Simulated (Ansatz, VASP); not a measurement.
**SnO2 in VASP and in Ansatz**

```
CELL_PARAMETERS angstrom
4.48787 0.00000 0.00000
0.00000 5.58121 0.00000
0.00000 0.00000 4.96524
ATOMIC_POSITIONS crystal
Sn 0.50000 0.66734 0.75000
Sn 0.00000 0.83266 0.25000
Sn 0.50000 0.33266 0.25000
Sn 0.00000 0.16734 0.75000
O 0.73093 0.60502 0.07769
O 0.23093 0.89498 0.92231
O 0.76907 0.89498 0.57769
O 0.26907 0.60502 0.42231
O 0.73093 0.39498 0.57769
O 0.23093 0.10502 0.42231
O 0.76907 0.10502 0.07769
O 0.26907 0.39498 0.92231
```

Change from the starting cell: volume 10.364 Å^3 an atom, stretch along b over the lengths across it, relative to the relaxed cell 1.0271.

Alike in both runs: task single point; functional LDA; k mesh 6 × 6 × 6; occupations gaussian, width 0.05 eV; no spin polarisation.

|  | VASP | Ansatz |
| --- | --- | --- |
| version | VASP 6.6.1 | Ansatz 0.2.0 |
| potentials or method | VASP PAW LDA potentials, release 64 (Sn_d, O), cutoff 520 eV | scalar-relativistic, plane waves, PAW |
| valence electrons in the cell | 104 | 104 |

```tsv
	VASP	Ansatz	Ansatz less VASP
gap on the k mesh at the Fermi level (eV)	2.98	2.94	-0.037
least direct gap on the mesh (eV)	2.98	2.94	-0.037
rms of the force components (eV/Å)	0.341	0.318	-0.0223
```

Ansatz warns that its potentials were made for another functional, while VASP's fit it. LDA's correlation is that of Perdew and Zunger in VASP and of Perdew and Wang (1992) in Ansatz. Atom by atom the forces differ by 0.023 eV/Å (rms over components).
